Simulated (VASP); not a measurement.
A run of VASP 6.6.1 is set up as follows.

INCAR

```
SYSTEM = Os
ALGO = Normal
EDIFF = 1E-6
EDIFFG = -0.01
ENCUT = 600
GGA = RP
IBRION = 2
ISIF = 3
ISMEAR = -1
LASPH = .True.
LCHARG = .False.
LREAL = .False.
LWAVE = .False.
NELM = 100
NSW = 80
PREC = Accurate
SIGMA = 0.1
```

Contents of KPOINTS:

```
k-points
0
Gamma
  13 13 7
  0 0 0
```

POSCAR

```
Os
1.0
    2.7351988376      0.0000000000      0.0000000000
   -1.3675994188      2.3687516778      0.0000000000
    0.0000000000      0.0000000000      4.3190000000
Os
2
Direct
    0.3333333333      0.6666666667      0.2500000000
    0.6666666667      0.3333333333      0.7500000000
```

Potentials or basis: VASP PAW PBE potentials, release 64 (Os).

Command:

```console
$ cat potpaw_PBE.64/Os/POTCAR > POTCAR
$ mpirun -np 1 vasp_std > vasp.out
```

**Question.** Estimate the band gap on the k mesh.

**Answer.** Zero (bands 8 and 9 overlap by 3.64 eV).

**Question.** Estimate the relaxed cell.

**Answer.** a = 2.765 Å, b = 2.765 Å, c = 4.355 Å, α = 90.00°, β = 90.00°, γ = 120.00°.

**Question.** What does it give for the space group after relaxing (to 0.1 Å)?

**Answer.** P6_3/mmc (No. 194).

**Question.** What does it give for the relaxed volume?

**Answer.** 14.42 Å³/atom.

Final structure:
```
CELL_PARAMETERS angstrom
2.76479 0.00000 0.00000
-1.38239 2.39438 0.00000
0.00000 0.00000 4.35527
ATOMIC_POSITIONS crystal
Os 0.33333 0.66667 0.25000
Os 0.66667 0.33333 0.75000
```

Caveat: the PAW data sets were made with another functional, which shifts forces and pressure a little; spin-orbit coupling is left out, which moves the levels of the heavy elements. RPBE and its kin give volumes clearly too large for solids.
